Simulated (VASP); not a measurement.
# CaS (Fm-3m) in VASP: a series of runs, part 2 of 2

VASP 6.6.1.

## (4) Single point, PBE

Contents of INCAR:

```
  PREC = Accurate
  ENCUT = 500
  EDIFF = 1E-6
  ISMEAR = 0
  SIGMA = 0.01
  LREAL = F
  LASPH = T
  NELM = 120
  ALGO = Normal
  ISIF = 2
  LWAVE = F
  LCHARG = F
  GGA = PE
  NBANDS = 15
  GGA_COMPAT = F
```

Contents of KPOINTS:

```
Automatic mesh
0
Gamma
  10 10 10
```

Contents of POSCAR:

```
CaS
1.0
    0.0000000000      2.5444332185      2.5444332185
    2.5444332185      0.0000000000      2.5444332185
    2.5444332185      2.5444332185      0.0000000000
Ca S
1 1
Direct
    0.0000000000      0.0000000000      0.0000000000
    0.5000000000      0.5000000000      0.5000000000
```

Potentials or basis: VASP PAW PBE potentials, release 64 (Ca_sv, S).

The run is started by

```console
> cat potpaw_PBE.64/Ca_sv/POTCAR potpaw_PBE.64/S/POTCAR > POTCAR
> mpirun -np 1 vasp_std > vasp.out
```

OUTCAR:

```text
PREC = Accurate
   ENCUT = 500
   EDIFF = 1E-6
   ISMEAR = 0
   LREAL = F
   LASPH = T
   NELM = 120
   ISIF = 2
   GGA = PE

 ion  position               nearest neighbor table
   1  0.000  0.000  0.000-   2 2.54   2 2.54   2 2.54   2 2.54   2 2.54   2 2.54
   2  0.500  0.500  0.500-   1 2.54   1 2.54   1 2.54   1 2.54   1 2.54   1 2.54

  LATTYP: Found a face centered cubic cell.
 ALAT       =     5.0888664370

  Lattice vectors:

 A1 = (   0.0000000000,   2.5444332185,   2.5444332185)
 A2 = (   2.5444332185,   0.0000000000,   2.5444332185)
 A3 = (   2.5444332185,   2.5444332185,   0.0000000000)

Analysis of symmetry for initial positions (statically):
=====================================================================
 Subroutine PRICEL returns:
 Original cell was already a primitive cell.

 Routine SETGRP: Setting up the symmetry group for a
 face centered cubic supercell.

 Subroutine GETGRP returns: Found 48 space group operations
 (whereof 48 operations were pure point group operations)
 out of a pool of 48 trial point group operations.

The static configuration has the point symmetry O_h .

Analysis of symmetry for dynamics (positions and initial velocities):
=====================================================================
 Subroutine PRICEL returns:
 Original cell was already a primitive cell.

 Routine SETGRP: Setting up the symmetry group for a
 face centered cubic supercell.

 Subroutine GETGRP returns: Found 48 space group operations
 (whereof 48 operations were pure point group operations)
 out of a pool of 48 trial point group operations.

The dynamic configuration has the point symmetry O_h .

 Subroutine INISYM returns: Found 48 space group operations
 (whereof 48 operations are pure point group operations),
 and found     1 'primitive' translations

----------------------------------------------------------------------------------------

                                     Primitive cell

  volume of cell :      32.9460

  direct lattice vectors                    reciprocal lattice vectors
     0.000000000  2.544433219  2.544433219    -0.196507417  0.196507417  0.196507417
     2.544433219  0.000000000  2.544433219     0.196507417 -0.196507417  0.196507417
     2.544433219  2.544433219  0.000000000     0.196507417  0.196507417 -0.196507417

  length of vectors
     3.598371966  3.598371966  3.598371966     0.340360831  0.340360831  0.340360831

  position of ions in fractional coordinates (direct lattice)
     0.000000000  0.000000000  0.000000000
     0.500000000  0.500000000  0.500000000

  ion indices of the primitive-cell ions
   primitive index   ion index
                 1           1
                 2           2

----------------------------------------------------------------------------------------

 KPOINTS: Automatic mesh

Automatic generation of k-mesh.
 Grid dimensions read from file:
 generate k-points for:   10   10   10

 Generating k-lattice:

  Cartesian coordinates                     Fractional coordinates (reciprocal lattice)
    -0.019650742  0.019650742  0.019650742     0.100000000  0.000000000  0.000000000
     0.019650742 -0.019650742  0.019650742     0.000000000  0.100000000  0.000000000
     0.019650742  0.019650742 -0.019650742     0.000000000  0.000000000  0.100000000

[... 40 lines left out ...]
   total plane-waves  NPLWV =  21952
   dimension x,y,z NGX =    28 NGY =   28 NGZ =   28
   dimension x,y,z NGXF=    56 NGYF=   56 NGZF=   56
   ions per type =               1   1
   NGX,Y,Z   is equivalent  to a cutoff of  12.94, 12.94, 12.94 a.u.
   NGXF,Y,Z  is equivalent  to a cutoff of  25.87, 25.87, 25.87 a.u.
 SYSTEM =  unknown system
   PREC   = accura    normal or accurate (medium, high low for compatibility)
   ISTART =      0    job   : 0-new  1-cont  2-samecut
   ICHARG =      2    charge: 1-file 2-atom 10-const
   ISPIN  =      1    spin polarized calculation?
   LNONCOLLINEAR =      F non collinear calculations
   LSORBIT =      F    spin-orbit coupling
   LASPH  =      T    aspherical Exc in radial PAW
   ENCUT  =  500.0 eV  36.75 Ry    6.06 a.u.   6.56  6.56  6.56*2*pi/ulx,y,z
   NELM   =    120;   NELMIN=  2; NELMDL= -5     # of ELM steps
   EDIFF  = 0.1E-05   stopping-criterion for ELM
   LREAL  =      F    real-space projection
   EDIFFG = 0.1E-04   stopping-criterion for IOM
   NSW    =      0    number of steps for IOM
   IBRION =     -1    ionic relax: 0-MD 1-quasi-New 2-CG
   NFREE  =      0    steps in history (QN), initial steepest desc. (CG)
   ISIF   =      2    stress and relaxation
   ISYM   =      2    0-nonsym 1-usesym 2-fastsym
   POTIM  = 0.5000    time-step for ionic-motion
   TEBEG  =    0.0;   TEEND  =   0.0 temperature during run
   PSTRESS=    0.0 pullay stress
   NELECT =      16.0000    total number of electrons
   NUPDOWN=      -1.0000    fix difference up-down
   EMIN   =  10.00;   EMAX   =-10.00  energy-range for DOS
   EFERMI =   0.00;   METHOD = LEGACY
   ISMEAR =     0;   SIGMA  =   0.01  broadening in eV -4-tet -1-fermi 0-gaus
   EFERMI_NEDOS =   21; number of points for ismear=-14 and -15
   IALGO  =     38    algorithm
   IMIX   =      4    mixing-type and parameters
     AMIX     =   0.40;   BMIX     =  1.00
     AMIX_MAG =   1.60;   BMIX_MAG =  1.00
  volume/ion in A,a.u.               =      16.47       111.17
  Fermi-wavevector in a.u.,A,eV,Ry     =   1.286808  2.431715 22.529547  1.655875
  Thomas-Fermi vector in A             =   2.418860
   LORBIT       =      0    0 simple, 1 ext, 2 COOP (PROOUT), +10 PAW based schemes
   GGA     = PE    functional components
   LHFCALC =     F    Hartree Fock is set to
   AEXX    =    0.0000 exact exchange contribution
   IVDW    =     0    specifies the selected vdW correction
   LEPSILON=     F    determine dielectric tensor
   LRPA    =     F    only Hartree local field effects (RPA)
 non-spin polarized calculation
 Gauss-broadening in eV      SIGMA  =   0.01
  energy-cutoff  :      500.00
  volume of cell :       32.95
 maximum number of plane-waves:       869
 NGX is ok and might be reduce to    28
   NGX = 13   NGY = 13   NGZ = 13

 number of electron      16.0000001 magnetization

 Free energy of the ion-electron system (eV)
  ---------------------------------------------------
  ext. energy  EPLUGINS =         0.00000000
  ---------------------------------------------------
  free energy    TOTEN  =        -9.06289893 eV

  energy without entropy =       -9.06289893  energy(sigma->0) =       -9.06289893

 E-fermi :   5.8257     XC(G=0): -10.8703

 val. band max:        5.6604035340   @ k =   0.0000   0.0000   0.0000
 cond. band min:       6.8011956468   @ k =   0.5000   0.5000   0.0000
 fundamental gap:      1.1407921128
 Fermi energy:         5.8256720050

 k-point     1 :       0.0000    0.0000    0.0000
  band No.  band energies     occupation
      1     -32.6245      2.00000
      2     -13.6204      2.00000
      3     -13.6204      2.00000
      4     -13.6204      2.00000
      5      -7.0276      2.00000
      6       5.6604      2.00000
      7       5.6604      2.00000
      8       5.6604      2.00000
      9       9.3872      0.00000
     10       9.3872      0.00000
     11       9.3872      0.00000
     12      10.3245      0.00000
     13      10.3245      0.00000
     14      12.3320      0.00000
[... 401 lines left out ...]
      2     -14.0705      2.00000
      3     -13.7788      2.00000
      4     -13.7597      2.00000
      5      -5.9066      2.00000
      6       2.4486      2.00000
      7       4.3283      2.00000
      8       4.5735      2.00000
      9       7.6390      0.00000
     10      11.6302      0.00000
     11      13.3417      0.00000
     12      13.4013      0.00000
     13      13.6316      0.00000
     14      15.3123      0.00000
     15      17.4458      0.00000

 [... further k-points ...]

------------------------ aborting loop because EDIFF is reached ----------------------------------------

  FORCE on cell =-STRESS in cart. coord.  units (eV):
  Direction    XX          YY          ZZ          XY          YZ          ZX
  --------------------------------------------------------------------------------------
  -------------------------------------------------------------------------------------
  Total        8.3371100      8.3371100      8.3371100      0.0000000     -0.0000000     -0.0000000
  in kB      405.4365963    405.4365963    405.4365963      0.0000000     -0.0000000     -0.0000000
  external PRESSURE =     405.4365963 kB  Pullay stress =       0.0000000 kB

 VOLUME and BASIS-vectors are now :
 -----------------------------------------------------------------------------
  energy-cutoff  :      500.00
  volume of cell :       32.95
      direct lattice vectors                 reciprocal lattice vectors
     0.000000000  2.544433219  2.544433219    -0.196507417  0.196507417  0.196507417
     2.544433219  0.000000000  2.544433219     0.196507417 -0.196507417  0.196507417
     2.544433219  2.544433219  0.000000000     0.196507417  0.196507417 -0.196507417

 POSITION                                       TOTAL-FORCE (eV/Angst)
 -----------------------------------------------------------------------------------
      0.00000      0.00000      0.00000         0.000000      0.000000      0.000000
      2.54443      2.54443      2.54443         0.000000     -0.000000     -0.000000
 -----------------------------------------------------------------------------------
    total drift:                                0.000000      0.000000      0.000000

  FREE ENERGIE OF THE ION-ELECTRON SYSTEM (eV)
  ---------------------------------------------------
  free  energy   TOTEN  =        -9.0628989316 eV

  energy  without entropy=       -9.0628989316  energy(sigma->0) =       -9.06289893
```

Wall time 33 s (1 thread of Intel Xeon Platinum 8259CL at 2.50GHz (Skylake/Cascade Lake), shared host); peak memory 0.16 GiB.

What came out:

```
Free energy            : -9.0629 eV
Pressure               : 40.5 GPa
Band gap on the k mesh : 1.14 eV (least direct gap 2.14 eV)
```

Caveat: the cell stands under pressure.

## (5) Relaxation of cell and atoms, PBE

This run uses another cell than the first one, of 23.30 Å³/atom.

Contents of INCAR:

```
SYSTEM = CaS
PREC     = Accurate       ! precision mode
ENCUT    = 500            ! plane-wave cutoff, eV
EDIFF    = 1E-7           ! SCF threshold, eV
ISMEAR   = 0              ! smearing method
SIGMA    = 0.01           ! smearing width, eV
LREAL    = .FALSE.        ! projectors in reciprocal space
LASPH    = .TRUE.         ! aspherical terms in the spheres
NELM     = 120            ! most SCF steps
ALGO     = Normal         ! electronic algorithm
ISIF     = 3              ! what is computed and relaxed
LWAVE    = .FALSE.        ! write WAVECAR
LCHARG   = .FALSE.        ! write CHGCAR
GGA      = PE             ! functional
IBRION   = 2              ! ionic algorithm
NSW      = 80             ! ionic steps
EDIFFG   = -0.001         ! ionic threshold
GGA_COMPAT= .FALSE.      
NELMIN   = 4
```

Contents of KPOINTS:

```
regular mesh
0
G
  8 8 8
  0 0 0
```

Contents of POSCAR:

```
CaS
1.0
    0.0000000000      2.8560320324      2.8560320324
    2.8560320324      0.0000000000      2.8560320324
    2.8560320324      2.8560320324      0.0000000000
Ca S
1 1
Direct
    0.0000000000      0.0000000000      0.0000000000
    0.5000000000      0.5000000000      0.5000000000
```

Potentials or basis: VASP PAW PBE potentials, release 64 (Ca_sv, S).

The run is started by

```console
> cat potpaw_PBE.64/Ca_sv/POTCAR potpaw_PBE.64/S/POTCAR > POTCAR
> mpirun -np 1 vasp_std > vasp.out
```

OUTCAR:

```text
SYSTEM = CaS
   PREC = Accurate
   ENCUT = 500
   EDIFF = 1E-7
   ISMEAR = 0
   LREAL = .FALSE.
   LASPH = .TRUE.
   NELM = 120
   ISIF = 3
   GGA = PE
   IBRION = 2
   NSW = 80
   EDIFFG = -0.001
   NELMIN = 4

 ion  position               nearest neighbor table
   1  0.000  0.000  0.000-   2 2.86   2 2.86   2 2.86   2 2.86   2 2.86   2 2.86
   2  0.500  0.500  0.500-   1 2.86   1 2.86   1 2.86   1 2.86   1 2.86   1 2.86

  LATTYP: Found a face centered cubic cell.
 ALAT       =     5.7120640648

  Lattice vectors:

 A1 = (   0.0000000000,   2.8560320324,   2.8560320324)
 A2 = (   2.8560320324,   0.0000000000,   2.8560320324)
 A3 = (   2.8560320324,   2.8560320324,   0.0000000000)

Analysis of symmetry for initial positions (statically):
=====================================================================
 Subroutine PRICEL returns:
 Original cell was already a primitive cell.

 Routine SETGRP: Setting up the symmetry group for a
 face centered cubic supercell.

 Subroutine GETGRP returns: Found 48 space group operations
 (whereof 48 operations were pure point group operations)
 out of a pool of 48 trial point group operations.

The static configuration has the point symmetry O_h .

Analysis of symmetry for dynamics (positions and initial velocities):
=====================================================================
 Subroutine PRICEL returns:
 Original cell was already a primitive cell.

 Routine SETGRP: Setting up the symmetry group for a
 face centered cubic supercell.

 Subroutine GETGRP returns: Found 48 space group operations
 (whereof 48 operations were pure point group operations)
 out of a pool of 48 trial point group operations.

The dynamic configuration has the point symmetry O_h .

 Subroutine INISYM returns: Found 48 space group operations
 (whereof 48 operations are pure point group operations),
 and found     1 'primitive' translations

----------------------------------------------------------------------------------------

[... 135 lines left out ...]

 Free energy of the ion-electron system (eV)
  ---------------------------------------------------
  ext. energy  EPLUGINS =         0.00000000
  ---------------------------------------------------
  free energy    TOTEN  =       -10.36487411 eV

  energy without entropy =      -10.36487411  energy(sigma->0) =      -10.36487411

------------------------ aborting loop because EDIFF is reached ----------------------------------------

  FORCE on cell =-STRESS in cart. coord.  units (eV):
  Direction    XX          YY          ZZ          XY          YZ          ZX
  --------------------------------------------------------------------------------------
  -------------------------------------------------------------------------------------
  Total        0.0389846      0.0389846      0.0389846      0.0000000      0.0000000      0.0000000
  in kB        1.3405536      1.3405536      1.3405536      0.0000000      0.0000000      0.0000000
  external PRESSURE =       1.3405536 kB  Pullay stress =       0.0000000 kB
[... 59 lines left out ...]
--------------------------------------- Ionic step        3  -------------------------------------------

 number of electron      16.0000004 magnetization

 Free energy of the ion-electron system (eV)
  ---------------------------------------------------
  ext. energy  EPLUGINS =         0.00000000
  ---------------------------------------------------
  free energy    TOTEN  =       -10.36491888 eV

  energy without entropy =      -10.36491888  energy(sigma->0) =      -10.36491888

 E-fermi :   2.7793     XC(G=0):  -9.2666

 val. band max:        2.6485041126   @ k =   0.0000   0.0000   0.0000
 cond. band min:       5.0306250954   @ k =   0.5000   0.5000   0.0000
 fundamental gap:      2.3821209827
 Fermi energy:         2.7793392799

 k-point     1 :       0.0000    0.0000    0.0000
  band No.  band energies     occupation
      1     -36.5889      2.00000
      2     -17.5674      2.00000
      3     -17.5674      2.00000
      4     -17.5674      2.00000
      5      -8.6403      2.00000
      6       2.6485      2.00000
      7       2.6485      2.00000
      8       2.6485      2.00000
      9       6.7260      0.00000
     10       6.8142      0.00000
     11       6.8142      0.00000
     12       6.8142      0.00000
[... 331 lines left out ...]
 k-point    24 :      -0.3750    0.2500    0.1250
  band No.  band energies     occupation
      1     -36.5765      2.00000
      2     -17.6964      2.00000
      3     -17.6145      2.00000
      4     -17.5923      2.00000
      5      -7.8851      2.00000
      6       0.0531      2.00000
      7       1.1755      2.00000
      8       1.5022      2.00000
      9       7.6140      0.00000
     10       7.9325      0.00000
     11       9.0480      0.00000
     12       9.3517      0.00000

 [... further k-points ...]

------------------------ aborting loop because EDIFF is reached ----------------------------------------

  FORCE on cell =-STRESS in cart. coord.  units (eV):
  Direction    XX          YY          ZZ          XY          YZ          ZX
  --------------------------------------------------------------------------------------
  -------------------------------------------------------------------------------------
  Total        0.0002206      0.0002206      0.0002206      0.0000000      0.0000000     -0.0000000
  in kB        0.0075689      0.0075689      0.0075689      0.0000000      0.0000000     -0.0000000
  external PRESSURE =       0.0075689 kB  Pullay stress =       0.0000000 kB
[... 17 lines left out ...]
  FREE ENERGIE OF THE ION-ELECTRON SYSTEM (eV)
  ---------------------------------------------------
  free  energy   TOTEN  =       -10.3649188800 eV

  energy  without entropy=      -10.3649188800  energy(sigma->0) =      -10.36491888

 reached required accuracy - stopping structural energy minimisation
```

CONTCAR:

```text
CaS
   1.00000000000000
     0.0000000000000000    2.8582405075991191    2.8582405075991191
     2.8582405075991191    0.0000000000000000    2.8582405075991191
     2.8582405075991191    2.8582405075991191   -0.0000000000000000
  Ca              S
     1     1
Direct
     0.0000000000000000    0.0000000000000000    0.0000000000000000
     0.5000000000000000    0.5000000000000000    0.5000000000000000

  0.00000000E+00  0.00000000E+00  0.00000000E+00
  0.00000000E+00  0.00000000E+00  0.00000000E+00
```

It took 54 s on 1 thread of Intel Xeon Platinum 8259CL at 2.50GHz (Skylake/Cascade Lake), shared host; peak memory 0.17 GiB.

Results:

```
Free energy                           : -10.3649 eV
Relaxed volume                        : 23.35 Å³/atom
Relaxed cell                          : a = 4.042 Å, b = 4.042 Å, c = 4.042 Å, α = 60.00°, β = 60.00°, γ = 60.00°
Space group after relaxing (to 0.1 Å) : Fm-3m (No. 225)
Energy gained by relaxing             : 0.0 meV/atom
Ionic steps                           : 3
Pressure after relaxing               : 0.0 GPa
Band gap on the k mesh                : 2.38 eV (least direct gap 3.18 eV)
```

Final structure:
```yaml
crystal:
  lattice:
    - [0.00000, 2.85824, 2.85824]
    - [2.85824, 0.00000, 2.85824]
    - [2.85824, 2.85824, 0.00000]
  atoms:
    - { symbol: Ca, position: [0.00000, 0.00000, 0.00000] }
    - { symbol: S, position: [0.50000, 0.50000, 0.50000] }
```

A k mesh can miss the band edges.

## (6) Overview

```tsv
task	cell	k mesh	gap on the mesh (eV)	pressure (GPa)
single point	a = 3.598 Å, angles 60.0°, 2 atoms	8 × 8 × 8	1.14	40.6
single point	a = 4.039 Å, angles 60.0°, 2 atoms	8 × 8 × 8	2.38	0.1
single point	a = 3.598 Å, angles 60.0°, 2 atoms	10 × 10 × 10	1.14	40.5
relaxation of cell and atoms	relaxed from a = 4.039 Å, angles 60.0°, 2 atoms	8 × 8 × 8	2.38	0.0
```

Alike in all rows: level PBE; potentials or basis VASP PAW PBE potentials, release 64 (Ca_sv, S); no spin polarisation; cutoff (eV) 500; smearing gaussian 0.01 eV.

Caveats: the cell stands under pressure (at least some runs).

Absolute energies hang on the potentials; compare differences alone.
